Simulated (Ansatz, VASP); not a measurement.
One calculation of TaN, two programs

```
Ta N
1.0
     5.19600   -0.02598   -0.02598
    -2.62050    4.51286   -0.00951
    -0.01456   -0.01456    2.91100
Ta N
3 3
Direct
  0.33333 0.66667 0.50000
  0.66667 0.33333 0.50000
  0.00000 0.00000 0.00000
  0.39285 0.00000 0.00000
  0.60715 0.60715 0.00000
  0.00000 0.39285 0.00000
```

Change from the starting cell: equal xy, yz and zx shear strains of -1 %.

Alike in both runs: task single point; functional PBEsol; k mesh 6 × 6 × 9; occupations fermi-dirac, width 0.01 eV; no spin polarisation.

```csv
,VASP,Ansatz
version,VASP 6.6.1,Ansatz 0.2.0
potentials or method,"VASP PAW PBE potentials, release 64 (Ta_pv, N), cutoff 520 eV","all-electron LAPW, scalar-relativistic"
```

```csv
,VASP,Ansatz,Ansatz less VASP
pressure (GPa),-2.9,-3.7,-0.84
"traceless stress, the component that is largest in VASP (GPa)",1.97,1.95,-0.020
rms of the force components (eV/Å),0.057,0.053,-0.0037
```

VASP's potentials were made for PBE, not for PBEsol. Atom by atom the forces differ by 0.009 eV/Å (rms over components). Ansatz ran all-electron here, and VASP with PAW potentials.

Spin-orbit coupling is off throughout.
